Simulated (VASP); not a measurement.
# PbO2 (Fm-3m) in VASP: further runs

Runs on PbO2. Level: PBEsol. Tasks: single point.

All numbers are computed with VASP 6.6.1; they aren't measurements. Logs are shortened: lines on timing, memory, paths and dates and some standing lists are left out, and cuts for length are marked.

## Step 1: The cell of the first run

Symmetry: Fm-3m, No. 225, cubic system. The conventional cell has a = 5.185 Å, b = 5.185 Å, c = 5.185 Å, α = 90.00°, β = 90.00°, γ = 90.00°. Pb (site symmetry m-3m) has 8 O at 2.25 Å within 3.0 Å. Within 3.0 Å of O (site symmetry -43m) lie 4 Pb at 2.25 Å and 6 O at 2.59 Å.

## Step 2: Single point, PBEsol

File INCAR:

```
SYSTEM = PbO2
PREC = Accurate
ENCUT = 600
EDIFF = 1E-6
ISMEAR = -1
SIGMA = 0.1
LREAL = .False.
LASPH = .True.
NELM = 120
ALGO = Normal
ISIF = 2
LWAVE = .False.
LCHARG = .True.
GGA = PS
LELF = .True.
LVHAR = .True.
NBANDS = 20
GGA_COMPAT = .False.
```

File KPOINTS:

```
regular mesh
0
Gamma
  6 6 6
  0 0 0
```

File POSCAR:

```
PbO2
1.0
    0.0000000000      2.5926443386      2.5926443386
    2.5926443386      0.0000000000      2.5926443386
    2.5926443386      2.5926443386      0.0000000000
Pb O
1 2
Direct
    0.0000000000      0.0000000000      0.0000000000
    0.2500000000      0.2500000000      0.2500000000
    0.7500000000      0.7500000000      0.7500000000
```

Potentials or basis: VASP PAW PBE potentials, release 64 (Pb_d, O).

Run with:

```
> cat potpaw_PBE.64/Pb_d/POTCAR potpaw_PBE.64/O/POTCAR > POTCAR
> mpirun -np 1 vasp_std > vasp.out
```

OUTCAR:

```text
SYSTEM = PbO2
   PREC = Accurate
   ENCUT = 600
   EDIFF = 1E-6
   ISMEAR = -1
   LREAL = .False.
   LASPH = .True.
   NELM = 120
   ISIF = 2
   GGA = PS

 ion  position               nearest neighbor table
   1  0.000  0.000  0.000-   2 2.25   3 2.25   3 2.25   3 2.25   3 2.25   2 2.25   2 2.25   2 2.25

   2  0.250  0.250  0.250-   1 2.25   1 2.25   1 2.25   1 2.25
   3  0.750  0.750  0.750-   1 2.25   1 2.25   1 2.25   1 2.25

  LATTYP: Found a face centered cubic cell.
 ALAT       =     5.1852886772

  Lattice vectors:

 A1 = (   0.0000000000,   2.5926443386,   2.5926443386)
 A2 = (   2.5926443386,   0.0000000000,   2.5926443386)
 A3 = (   2.5926443386,   2.5926443386,   0.0000000000)

Analysis of symmetry for initial positions (statically):
=====================================================================
 Subroutine PRICEL returns:
 Original cell was already a primitive cell.

 Routine SETGRP: Setting up the symmetry group for a
 face centered cubic supercell.

 Subroutine GETGRP returns: Found 48 space group operations
 (whereof 48 operations were pure point group operations)
 out of a pool of 48 trial point group operations.

The static configuration has the point symmetry O_h .

Analysis of symmetry for dynamics (positions and initial velocities):
=====================================================================
 Subroutine PRICEL returns:
 Original cell was already a primitive cell.

 Routine SETGRP: Setting up the symmetry group for a
 face centered cubic supercell.

 Subroutine GETGRP returns: Found 48 space group operations
 (whereof 48 operations were pure point group operations)
 out of a pool of 48 trial point group operations.

The dynamic configuration has the point symmetry O_h .

 Subroutine INISYM returns: Found 48 space group operations
 (whereof 48 operations are pure point group operations),
 and found     1 'primitive' translations

----------------------------------------------------------------------------------------

                                     Primitive cell

  volume of cell :      34.8545

  direct lattice vectors                    reciprocal lattice vectors
     0.000000000  2.592644339  2.592644339    -0.192853294  0.192853294  0.192853294
     2.592644339  0.000000000  2.592644339     0.192853294 -0.192853294  0.192853294
     2.592644339  2.592644339  0.000000000     0.192853294  0.192853294 -0.192853294

  length of vectors
     3.666552786  3.666552786  3.666552786     0.334031703  0.334031703  0.334031703
[... 72 lines left out ...]
   ENCUT  =  600.0 eV  44.10 Ry    6.64 a.u.   7.32  7.32  7.32*2*pi/ulx,y,z
   NELM   =    120;   NELMIN=  2; NELMDL= -5     # of ELM steps
   EDIFF  = 0.1E-05   stopping-criterion for ELM
   LREAL  =      F    real-space projection
   EDIFFG = 0.1E-04   stopping-criterion for IOM
   NSW    =      0    number of steps for IOM
   IBRION =     -1    ionic relax: 0-MD 1-quasi-New 2-CG
   NFREE  =      0    steps in history (QN), initial steepest desc. (CG)
   ISIF   =      2    stress and relaxation
   ISYM   =      2    0-nonsym 1-usesym 2-fastsym
   POTIM  = 0.5000    time-step for ionic-motion
   TEBEG  =    0.0;   TEEND  =   0.0 temperature during run
   PSTRESS=    0.0 pullay stress
   NELECT =      26.0000    total number of electrons
   NUPDOWN=      -1.0000    fix difference up-down
   EMIN   =  10.00;   EMAX   =-10.00  energy-range for DOS
   EFERMI =   0.00;   METHOD = LEGACY
   ISMEAR =    -1;   SIGMA  =   0.10  broadening in eV -4-tet -1-fermi 0-gaus
   EFERMI_NEDOS =   21; number of points for ismear=-14 and -15
   IALGO  =     38    algorithm
   IMIX   =      4    mixing-type and parameters
     AMIX     =   0.40;   BMIX     =  1.00
     AMIX_MAG =   1.60;   BMIX_MAG =  1.00
  volume/ion in A,a.u.               =      11.62        78.40
  Fermi-wavevector in a.u.,A,eV,Ry     =   1.484726  2.805725 29.992840  2.204412
  Thomas-Fermi vector in A             =   2.598227
   LORBIT       =      0    0 simple, 1 ext, 2 COOP (PROOUT), +10 PAW based schemes
   GGA     = PS    functional components
   LHFCALC =     F    Hartree Fock is set to
   AEXX    =    0.0000 exact exchange contribution
   IVDW    =     0    specifies the selected vdW correction
   LEPSILON=     F    determine dielectric tensor
   LRPA    =     F    only Hartree local field effects (RPA)
 non-spin polarized calculation
  energy-cutoff  :      600.00
  volume of cell :       34.85
 maximum number of plane-waves:      1211
 NGX is ok and might be reduce to    30
   NGX = 15   NGY = 15   NGZ = 15

 number of electron      26.0000000 magnetization

 Free energy of the ion-electron system (eV)
  ---------------------------------------------------
  ext. energy  EPLUGINS =         0.00000000
  ---------------------------------------------------
  free energy    TOTEN  =       -16.66194588 eV

  energy without entropy =      -16.65744540  energy(sigma->0) =      -16.65969564

 E-fermi :   7.4500     XC(G=0): -12.1065

 val. band max:        7.1822922153   @ k =  -0.3333   0.5000   0.1667
 cond. band min:       8.0296321347   @ k =   0.1667   0.1667   0.0000
 fundamental gap:      0.8473399194
 Fermi energy:         7.4499609818

 k-point     1 :       0.0000    0.0000    0.0000
  band No.  band energies     occupation
      1     -12.3891      2.00000
      2      -8.6840      2.00000
      3      -8.6840      2.00000
      4      -8.6840      2.00000
      5      -8.6518      2.00000
      6      -8.2689      2.00000
[... 357 lines left out ...]
     19      24.2205      0.00000
     20      24.3179      0.00000

------------------------ aborting loop because EDIFF is reached ----------------------------------------

  FORCE on cell =-STRESS in cart. coord.  units (eV):
  Direction    XX          YY          ZZ          XY          YZ          ZX
  --------------------------------------------------------------------------------------
  -------------------------------------------------------------------------------------
  Total        3.3856620      3.3856620      3.3856620     -0.0000000      0.0000000      0.0000000
  in kB      155.6307317    155.6307317    155.6307317     -0.0000000      0.0000000      0.0000000
  external PRESSURE =     155.6307317 kB  Pullay stress =       0.0000000 kB

 VOLUME and BASIS-vectors are now :
 -----------------------------------------------------------------------------
  energy-cutoff  :      600.00
  volume of cell :       34.85
      direct lattice vectors                 reciprocal lattice vectors
     0.000000000  2.592644339  2.592644339    -0.192853294  0.192853294  0.192853294
     2.592644339  0.000000000  2.592644339     0.192853294 -0.192853294  0.192853294
     2.592644339  2.592644339  0.000000000     0.192853294  0.192853294 -0.192853294

 POSITION                                       TOTAL-FORCE (eV/Angst)
 -----------------------------------------------------------------------------------
      0.00000      0.00000      0.00000         0.000000      0.000000      0.000000
      1.29632      1.29632      1.29632        -0.000000     -0.000000      0.000000
      3.88897      3.88897      3.88897        -0.000000      0.000000     -0.000000
 -----------------------------------------------------------------------------------
    total drift:                                0.000000     -0.000000      0.000000

  FREE ENERGIE OF THE ION-ELECTRON SYSTEM (eV)
  ---------------------------------------------------
  free  energy   TOTEN  =       -16.6619458844 eV

  energy  without entropy=      -16.6574454046  energy(sigma->0) =      -16.65969564
```

stdout:

```text
POSCAR found type information on POSCAR PbO
 POSCAR found :  2 types and       3 ions
 scaLAPACK will be used
 -----------------------------------------------------------------------------
|                                                                             |
|                                                                             |
|     You enforced a specific xc type in the INCAR file but a different       |
|     I HOPE YOU KNOW WHAT YOU ARE DOING!                                     |
|                                                                             |
 -----------------------------------------------------------------------------

 LDA part: xc-table for (Slater+PW92), standard interpolation
 POSCAR, INCAR and KPOINTS ok, starting setup
 FFT: planning ... GRIDC
 FFT: planning ... GRID_SOFT
 FFT: planning ... GRID
 WAVECAR not read
 entering main loop
```

It took 18 s on 1 thread of Intel Xeon 6975P-C (Granite Rapids), shared host; peak memory 0.17 GiB.

Results:

```
Free energy            : -16.6619 eV
Pressure               : 15.6 GPa
Band gap on the k mesh : zero (band 13 reaches 7.18 eV, above the bottom of band 14 at 5.69 eV)
```

Levels at points of the mesh, in eV from the Fermi level:
| k point | band 11 | band 12 | band 13 | band 14 | band 15 | band 16 |
| --- | --- | --- | --- | --- | --- | --- |
| (0.00, 0.00, 0.00) | -2.05 | -1.76 | -1.76 | -1.76 | 6.90 | 6.90 |
| (0.50, 0.00, 0.00) | -3.61 | -1.87 | -1.87 | 3.10 | 7.17 | 10.10 |
| (0.50, 0.50, 0.00) | -0.64 | -0.42 | -0.42 | 1.91 | 6.65 | 9.22 |

Caveat: the PAW data sets were made with another functional, which shifts forces and pressure a little; spin-orbit coupling is left out, which moves the levels of the heavy elements.

## Step 3: Single point, PBEsol

This run uses another cell than the first one, of 11.92 Å³/atom, 1.026 times its volume.

File INCAR:

```
ALGO = Normal
EDIFF = 1E-6
ENCUT = 600
GGA = PS
GGA_COMPAT = F
ISIF = 2
ISMEAR = -1
LASPH = T
LCHARG = T
LELF = T
LREAL = F
LVHAR = T
LWAVE = F
NBANDS = 20
NELM = 120
PREC = Accurate
SIGMA = 0.1
```

File KPOINTS:

```
k-points
0
Gamma
  6 6 6
```

File POSCAR:

```
PbO2
1.0
    0.0000000000      2.6148998850      2.6148998850
    2.6148998850      0.0000000000      2.6148998850
    2.6148998850      2.6148998850      0.0000000000
Pb O
1 2
Direct
    0.0000000000      0.0000000000      0.0000000000
    0.2500000000      0.2500000000      0.2500000000
    0.7500000000      0.7500000000      0.7500000000
```

Potentials or basis: VASP PAW PBE potentials, release 64 (Pb_d, O).

Run with:

```
> cat potpaw_PBE.64/Pb_d/POTCAR potpaw_PBE.64/O/POTCAR > POTCAR
> mpirun -np 1 vasp_std > vasp.out
```

Run time: 19 s. Hardware: 1 thread of Intel Xeon 6975P-C (Granite Rapids), shared host; peak memory 0.17 GiB.

Results (log left out):

```
Free energy            : -16.7359 eV
Pressure               : 10.0 GPa
Band gap on the k mesh : zero (band 13 reaches 6.81 eV, above the bottom of band 14 at 5.38 eV)
```

Levels at points of the mesh, in eV from the Fermi level:
| k point | band 11 | band 12 | band 13 | band 14 | band 15 | band 16 |
| --- | --- | --- | --- | --- | --- | --- |
| (0.00, 0.00, 0.00) | -2.27 | -1.69 | -1.69 | -1.69 | 6.84 | 6.84 |
| (0.50, 0.00, 0.00) | -3.49 | -1.83 | -1.83 | 2.93 | 7.10 | 9.89 |
| (0.50, 0.50, 0.00) | -0.61 | -0.41 | -0.41 | 1.79 | 6.47 | 9.16 |

Caveat: the PAW data sets were made with another functional, which shifts forces and pressure a little; spin-orbit coupling is left out, which moves the levels of the heavy elements.

## Step 4: Single point, PBEsol

This run uses another cell than the first one, of 12.22 Å³/atom, 1.052 times its volume.

File INCAR:

```
PREC = Accurate ; ENCUT = 600
EDIFF = 1E-6 ; ISMEAR = -1
SIGMA = 0.1 ; LREAL = False
LASPH = True ; NELM = 120
ALGO = Normal ; ISIF = 2
LWAVE = False ; LCHARG = False
GGA = PS ; NBANDS = 20
GGA_COMPAT = False
```

File KPOINTS:

```
Automatic mesh
0
Gamma
  6 6 6
```

File POSCAR:

```
PbO2
1.0
    0.0000000000      2.6367829098      2.6367829098
    2.6367829098      0.0000000000      2.6367829098
    2.6367829098      2.6367829098      0.0000000000
Pb O
1 2
Direct
    0.0000000000      0.0000000000      0.0000000000
    0.2500000000      0.2500000000      0.2500000000
    0.7500000000      0.7500000000      0.7500000000
```

Run with:

```
> cat potpaw_PBE.64/Pb_d/POTCAR potpaw_PBE.64/O/POTCAR > POTCAR
> mpirun -np 1 vasp_std > vasp.out
```

Run time: 17 s. Hardware: 1 thread of Intel Xeon 6975P-C (Granite Rapids), shared host; peak memory 0.17 GiB.

It converged, with:

- Free energy: -16.7806 eV
- Pressure: 5.2 GPa
- Band gap on the k mesh: zero (band 13 reaches 6.46 eV, above the bottom of band 14 at 5.09 eV)

Levels at points of the mesh, in eV from the Fermi level:
```tsv
k point	band 11	band 12	band 13	band 14	band 15	band 16
(0.00, 0.00, 0.00)	-2.36	-1.62	-1.62	-1.62	6.79	6.79
(0.50, 0.00, 0.00)	-3.36	-1.78	-1.78	2.77	7.02	9.71
(0.50, 0.50, 0.00)	-0.56	-0.39	-0.39	1.69	6.30	9.12
```

Caveat: the PAW data sets were made with another functional, which shifts forces and pressure a little; spin-orbit coupling is left out, which moves the levels of the heavy elements.

## Step 5: Overview

| cell | gap on the mesh (eV) | pressure (GPa) |
| --- | --- | --- |
| a = 3.667 Å, angles 60.0°, 3 atoms | none | 15.6 |
| a = 3.698 Å, angles 60.0°, 3 atoms | none | 10.0 |
| a = 3.729 Å, angles 60.0°, 3 atoms | none | 5.2 |

Alike in all rows: task single point; level PBEsol; potentials or basis VASP PAW PBE potentials, release 64 (Pb_d, O); no spin polarisation; k mesh 6 × 6 × 6; cutoff (eV) 600; smearing fermi-dirac 0.1 eV.

Caveats: the PAW data sets were made with another functional, which shifts forces and pressure a little; spin-orbit coupling is left out, which moves the levels of the heavy elements.

Absolute energies hang on the potentials; compare differences alone.
